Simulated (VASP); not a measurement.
# SnH2 (P1) in VASP: relaxation of cell and atoms with PBE

Aim: the relaxation of cell and atoms of SnH2 with PBE.

All numbers are computed with VASP 6.6.1; they aren't measurements. Logs are shortened: lines on timing, memory, paths and dates and some standing lists are left out, and cuts for length are marked.

### 1 The cell of the first run

The typed cell holds 6 atoms: a = 3.135 Å, b = 3.157 Å, c = 16.753 Å, α = 88.35°, β = 91.37°, γ = 120.28°.

### 2 Relaxation of cell and atoms, PBE

The input, INCAR:

```
SYSTEM = SnH2
PREC     = Accurate       ! precision mode
ENCUT    = 600            ! plane-wave cutoff, eV
EDIFF    = 1E-6           ! SCF threshold, eV
ISMEAR   = 0              ! smearing method
SIGMA    = 0.2            ! smearing width, eV
LREAL    = .FALSE.        ! projectors in reciprocal space
LASPH    = .TRUE.         ! aspherical terms in the spheres
NELM     = 100            ! most SCF steps
ALGO     = Normal         ! electronic algorithm
ISIF     = 3              ! what is computed and relaxed
LWAVE    = .FALSE.        ! write WAVECAR
LCHARG   = .FALSE.        ! write CHGCAR
GGA      = PE             ! functional
IBRION   = 2              ! ionic algorithm
NSW      = 80             ! ionic steps
EDIFFG   = -0.025         ! ionic threshold
```

The input, KPOINTS:

```
Automatic mesh
0
G
  6 6 2
  0 0 0
```

The input, POSCAR:

```
SnH2
1.0
    3.1343014001     -0.0139595655     -0.0376006903
   -1.5792400385      2.7326996966      0.0453948048
   -0.1998435575      0.1632130472     16.7512465979
Sn H
2 4
Direct
    0.0088754271     -0.0019193980     -0.0002093229
   -0.0171567470      0.0009889003      0.4979033241
    0.0111745111      0.0268611993      0.2289276999
   -0.0089924667      0.0006409457      0.7254695148
   -0.0086995656     -0.0229424298      0.2699992743
    0.0147988410     -0.0036292175      0.7779095097
```

Potentials or basis: VASP PAW PBE potentials, release 64 (Sn_d, H).

Launch:

```sh
$ cat potpaw_PBE.64/Sn_d/POTCAR potpaw_PBE.64/H/POTCAR > POTCAR
$ mpirun -np 1 vasp_std > vasp.out
```

OUTCAR:

```text
SYSTEM = SnH2
   PREC = Accurate
   ENCUT = 600
   EDIFF = 1E-6
   ISMEAR = 0
   LREAL = .FALSE.
   LASPH = .TRUE.
   NELM = 100
   ISIF = 3
   GGA = PE
   IBRION = 2
   NSW = 80
   EDIFFG = -0.025

 ion  position               nearest neighbor table
   1  0.009  0.998  1.000-
   2  0.983  0.001  0.498-
   3  0.011  0.027  0.229-   5 0.70
   4  0.991  0.001  0.725-   6 0.88
   5  0.991  0.977  0.270-   3 0.70
   6  0.015  0.996  0.778-   4 0.88

  LATTYP: Found a triclinic cell.
 ALAT       =     5.4517529167
 B/A-ratio  =     0.5745058483
 C/A-ratio  =     3.0729994425
 COS(alpha) =     0.0050222023
 COS(beta)  =     0.0195496658
 COS(gamma) =     0.8658071337

  Lattice vectors:

 A1 = (   0.0241786769,  -5.4514398277,  -0.0531889193)
 A2 = (  -1.5550613616,  -2.7187401311,  -0.0077941145)
 A3 = (   0.1998435575,  -0.1632130472, -16.7512465979)

Analysis of symmetry for initial positions (statically):
=====================================================================
 Subroutine PRICEL returns:
 Original cell was already a primitive cell.

 Routine SETGRP: Setting up the symmetry group for a
 triclinic supercell.

 Subroutine GETGRP returns: Found  1 space group operations
 (whereof  1 operations were pure point group operations)
 out of a pool of  2 trial point group operations.

The static configuration has the point symmetry C_1 .

Analysis of symmetry for dynamics (positions and initial velocities):
=====================================================================
 Subroutine PRICEL returns:
 Original cell was already a primitive cell.

 Routine SETGRP: Setting up the symmetry group for a
 triclinic supercell.

 Subroutine GETGRP returns: Found  1 space group operations
 (whereof  1 operations were pure point group operations)
 out of a pool of  2 trial point group operations.

The dynamic configuration has the point symmetry C_1 .

 Subroutine INISYM returns: Found  1 space group operations
 (whereof  1 operations are pure point group operations),
 and found     1 'primitive' translations

----------------------------------------------------------------------------------------

                                     Primitive cell

  volume of cell :     143.0729

  direct lattice vectors                    reciprocal lattice vectors
     3.134301400 -0.013959565 -0.037600690     0.319897769  0.184836949  0.002015474
    -1.579240039  2.732699697  0.045394805     0.001591518  0.366917307 -0.003556012
    -0.199843557  0.163213047 16.751246598     0.000713746 -0.000579428  0.059711210

  length of vectors
     3.134558015  3.156534083 16.753233674     0.369463588  0.366937990  0.059718287

  position of ions in fractional coordinates (direct lattice)
     0.008875427  0.998080602  0.999790677
     0.982843253  0.000988900  0.497903324
     0.011174511  0.026861199  0.228927700
     0.991007533  0.000640946  0.725469515
     0.991300434  0.977057570  0.269999274
     0.014798841  0.996370783  0.777909510

  ion indices of the primitive-cell ions
   primitive index   ion index
                 1           1
                 2           2
                 3           3
                 4           4
                 5           5
                 6           6

----------------------------------------------------------------------------------------

 KPOINTS: Automatic mesh

Automatic generation of k-mesh.
 Grid dimensions read from file:
 generate k-points for:    6    6    2

 Generating k-lattice:

  Cartesian coordinates                     Fractional coordinates (reciprocal lattice)
     0.053316295  0.030806158  0.000335912     0.166666667  0.000000000  0.000000000
     0.000265253  0.061152885 -0.000592669    -0.000000000  0.166666667  0.000000000
     0.000356873 -0.000289714  0.029855605     0.000000000 -0.000000000  0.500000000

  Length of vectors
     0.061577265  0.061156332  0.029859143

  Shift w.r.t. Gamma in fractional coordinates (k-lattice)
     0.000000000  0.000000000  0.000000000

 Subroutine IBZKPT returns following result:
 ===========================================

 Found     40 irreducible k-points:

 Following reciprocal coordinates:
            Coordinates               Weight
  0.000000  0.000000  0.000000      1.000000
  0.166667 -0.000000  0.000000      2.000000
  0.333333 -0.000000  0.000000      2.000000
  0.500000  0.000000  0.000000      1.000000
 -0.000000  0.166667  0.000000      2.000000
  0.166667  0.166667  0.000000      2.000000
[... 16 lines left out ...]
  0.333333  0.000000  0.500000      2.000000
  0.500000  0.000000  0.500000      1.000000
 [... further k-points ...]
   k-points           NKPTS =     40   k-points in BZ     NKDIM =     40   number of bands    NBANDS=     20
   number of dos      NEDOS =    301   number of ions     NIONS =      6
   total plane-waves  NPLWV = 109760
   dimension x,y,z NGX =    28 NGY =   28 NGZ =  140
   dimension x,y,z NGXF=    56 NGYF=   56 NGZF=  280
   ions per type =               2   4
   NGX,Y,Z   is equivalent  to a cutoff of  14.85, 14.75, 13.89 a.u.
   NGXF,Y,Z  is equivalent  to a cutoff of  29.70, 29.49, 27.79 a.u.
 SYSTEM =  SnH2
   PREC   = accura    normal or accurate (medium, high low for compatibility)
   ISTART =      0    job   : 0-new  1-cont  2-samecut
   ICHARG =      2    charge: 1-file 2-atom 10-const
   ISPIN  =      1    spin polarized calculation?
   LNONCOLLINEAR =      F non collinear calculations
   LSORBIT =      F    spin-orbit coupling
   LASPH  =      T    aspherical Exc in radial PAW
   ENCUT  =  600.0 eV  44.10 Ry    6.64 a.u.   6.26  6.30 33.46*2*pi/ulx,y,z
   NELM   =    100;   NELMIN=  2; NELMDL= -5     # of ELM steps
   EDIFF  = 0.1E-05   stopping-criterion for ELM
   LREAL  =      F    real-space projection
   EDIFFG = -.3E-01   stopping-criterion for IOM
   NSW    =     80    number of steps for IOM
   IBRION =      2    ionic relax: 0-MD 1-quasi-New 2-CG
   NFREE  =      1    steps in history (QN), initial steepest desc. (CG)
   ISIF   =      3    stress and relaxation
   ISYM   =      2    0-nonsym 1-usesym 2-fastsym
   POTIM  = 0.5000    time-step for ionic-motion
   TEBEG  =    0.0;   TEEND  =   0.0 temperature during run
   PSTRESS=    0.0 pullay stress
   NELECT =      32.0000    total number of electrons
   NUPDOWN=      -1.0000    fix difference up-down
   EMIN   =  10.00;   EMAX   =-10.00  energy-range for DOS
   EFERMI =   0.00;   METHOD = LEGACY
   ISMEAR =     0;   SIGMA  =   0.20  broadening in eV -4-tet -1-fermi 0-gaus
   EFERMI_NEDOS =   21; number of points for ismear=-14 and -15
   IALGO  =     38    algorithm
   IMIX   =      4    mixing-type and parameters
     AMIX     =   0.40;   BMIX     =  1.00
     AMIX_MAG =   1.60;   BMIX_MAG =  1.00
  volume/ion in A,a.u.               =      23.85       160.92
  Fermi-wavevector in a.u.,A,eV,Ry     =   0.993739  1.877894 13.435986  0.987517
  Thomas-Fermi vector in A             =   2.125642
   LORBIT       =      0    0 simple, 1 ext, 2 COOP (PROOUT), +10 PAW based schemes
   GGA     = PE    functional components
   LHFCALC =     F    Hartree Fock is set to
   AEXX    =    0.0000 exact exchange contribution
   IVDW    =     0    specifies the selected vdW correction
   LEPSILON=     F    determine dielectric tensor
   LRPA    =     F    only Hartree local field effects (RPA)
 conjugate gradient relaxation of ions
 non-spin polarized calculation
 Gauss-broadening in eV      SIGMA  =   0.20
  energy-cutoff  :      600.00
  volume of cell :      143.07
 maximum number of plane-waves:      4804
 NGX is ok and might be reduce to    28
   NGX = 13   NGY = 13   NGZ = 67

--------------------------------------- Ionic step        1  -------------------------------------------

 number of electron      32.0000002 magnetization

 Free energy of the ion-electron system (eV)
  ---------------------------------------------------
  ext. energy  EPLUGINS =         0.00000000
  ---------------------------------------------------
  free energy    TOTEN  =       -20.00774120 eV

  energy without entropy =      -19.94531152  energy(sigma->0) =      -19.97652636

------------------------ aborting loop because EDIFF is reached ----------------------------------------

  FORCE on cell =-STRESS in cart. coord.  units (eV):
  Direction    XX          YY          ZZ          XY          YZ          ZX
  --------------------------------------------------------------------------------------
  -------------------------------------------------------------------------------------
  Total        0.0578115      0.3837149     -1.2842094     -0.2929846     -0.2513771     -0.1975555
  in kB        0.6473915      4.2969641    -14.3809941     -3.2809362     -2.8150026     -2.2122905
  external PRESSURE =      -3.1455462 kB  Pullay stress =       0.0000000 kB
[... 101 lines left out ...]
  FREE ENERGIE OF THE ION-ELECTRON SYSTEM (eV)
  ---------------------------------------------------
  free  energy   TOTEN  =       -20.2698825285 eV

  energy  without entropy=      -20.2087876791  energy(sigma->0) =      -20.23933510

[... ionic steps 4 to 15 ...]

--------------------------------------- Ionic step       16  -------------------------------------------

 number of electron      32.0000000 magnetization

------------------------ aborting loop because EDIFF is reached ----------------------------------------
[... 75 lines left out ...]
--------------------------------------- Ionic step       18  -------------------------------------------

 number of electron      32.0000000 magnetization

 Free energy of the ion-electron system (eV)
  ---------------------------------------------------
  ext. energy  EPLUGINS =         0.00000000
  ---------------------------------------------------
  free energy    TOTEN  =       -20.29998058 eV

  energy without entropy =      -20.25971699  energy(sigma->0) =      -20.27984878

 E-fermi :   0.6675     XC(G=0):  -6.6445

 val. band max:        0.5999309127   @ k =  -0.0000   0.3333   0.0000
 cond. band min:       0.6873893108   @ k =  -0.3333   0.3333   0.0000
 fundamental gap:      0.0874583980
 Fermi energy:         0.6675278864

 k-point     1 :       0.0000    0.0000    0.0000
  band No.  band energies     occupation
      1     -20.8227      2.00000
      2     -20.8227      2.00000
      3     -20.7752      2.00000
      4     -20.7751      2.00000
      5     -20.6907      2.00000
      6     -20.6906      2.00000
[... 541 lines left out ...]
     19       4.9511      0.00000
     20       4.9513      0.00000

 [... further k-points ...]

------------------------ aborting loop because EDIFF is reached ----------------------------------------

  FORCE on cell =-STRESS in cart. coord.  units (eV):
  Direction    XX          YY          ZZ          XY          YZ          ZX
  --------------------------------------------------------------------------------------
  -------------------------------------------------------------------------------------
  Total        0.0504997     -0.0886456     -0.0045023     -0.0656433     -0.0015848      0.0000812
  in kB        0.5621228     -0.9867328     -0.0501164     -0.7306895     -0.0176406      0.0009043
  external PRESSURE =      -0.1582421 kB  Pullay stress =       0.0000000 kB
[... 21 lines left out ...]
  FREE ENERGIE OF THE ION-ELECTRON SYSTEM (eV)
  ---------------------------------------------------
  free  energy   TOTEN  =       -20.2999805764 eV

  energy  without entropy=      -20.2597169912  energy(sigma->0) =      -20.27984878

 reached required accuracy - stopping structural energy minimisation
```

It took 29 min on 1 thread of Intel Xeon Platinum 8175M at 2.50GHz (Skylake/Cascade Lake), shared host; peak memory 0.42 GiB.

What came out:

* Free energy: -20.3000 eV
* Relaxed volume: 23.99 Å³/atom
* Relaxed cell: a = 3.131 Å, b = 3.252 Å, c = 16.634 Å, α = 88.33°, β = 91.49°, γ = 121.76°
* Space group after relaxing (to 0.1 Å): P1 (No. 1)
* Energy gained by relaxing: 48.7 meV/atom
* Ionic steps: 18
* Pressure after relaxing: 0.0 GPa
* Largest force after relaxing: 0.011 eV/Å
* Band gap on the k mesh: zero (bands 16 and 17 overlap by 1.80 eV)

Forces on the atoms (eV/Å):
```
Sn   0.000  0.000  0.001
Sn   0.000  0.000  0.001
H    0.000  0.006  0.002
H   -0.004  0.000 -0.011
H    0.000 -0.006 -0.002
H    0.004  0.000  0.009
```

Stress tensor (GPa, compression positive):
```
 0.06 -0.07  0.00
-0.07 -0.10  0.00
 0.00  0.00 -0.01
```

Step by step:
| step | energy change (eV) | largest force (eV/Å) | pressure (GPa) | volume (Å³) |
| --- | --- | --- | --- | --- |
| 1 | 0.0000 | 3.0089 | -0.31 | 143.07 |
| 2 | 0.6998 | 10.5520 | 1.30 | 142.10 |
| 3 | -0.2621 | 0.8542 | -0.25 | 142.68 |
| 4 | -0.2626 | 0.7529 | -0.26 | 142.69 |
| 5 | -0.2101 | 1.9926 | 0.95 | 141.93 |
| 6 | -0.2759 | 0.1799 | 0.09 | 142.45 |
| 7 | -0.2771 | 0.3108 | 0.09 | 142.64 |
| 8 | -0.2779 | 0.1263 | 0.08 | 142.57 |
| 9 | -0.2818 | 0.1408 | 0.03 | 142.84 |
| 10 | -0.2877 | 0.2772 | -0.06 | 143.34 |
| 11 | -0.2864 | 0.5389 | -0.14 | 144.30 |
| 12 | -0.2894 | 0.3928 | -0.07 | 143.77 |
| 13 | -0.2914 | 0.2090 | -0.03 | 143.88 |
| 14 | -0.2919 | 0.0472 | 0.00 | 143.98 |
| 15 | -0.2920 | 0.0352 | 0.00 | 143.97 |
| 16 | -0.2921 | 0.0260 | -0.01 | 143.94 |
| 17 | -0.2921 | 0.0362 | 0.02 | 143.93 |
| 18 | -0.2922 | 0.0113 | -0.02 | 143.94 |

Final structure:
```cif
data_structure
_symmetry_space_group_name_H-M 'P 1'
_symmetry_Int_Tables_number 1
_cell_length_a 3.1306
_cell_length_b 3.2523
_cell_length_c 16.6338
_cell_angle_alpha 88.328
_cell_angle_beta 91.489
_cell_angle_gamma 121.757
_cell_volume 143.94
loop_
_atom_site_label
_atom_site_type_symbol
_atom_site_fract_x
_atom_site_fract_y
_atom_site_fract_z
_atom_site_occupancy
Sn1 Sn 0.00887 0.99804 0.99980 1
Sn2 Sn 0.98287 0.00101 0.49796 1
H1 H 0.01249 0.02990 0.22730 1
H2 H 0.99225 0.00026 0.72917 1
H3 H 0.98998 0.97402 0.27162 1
H4 H 0.01355 0.99676 0.77416 1
```

Caveat: the k points lie up to 0.38 Å⁻¹ apart in the final cell, too coarse for converged energies and pressures of a metal; spin-orbit coupling is left out, which moves the levels of the heavy elements.

The gap in the log of VASP goes by the Fermi energy; the results here count the filled bands.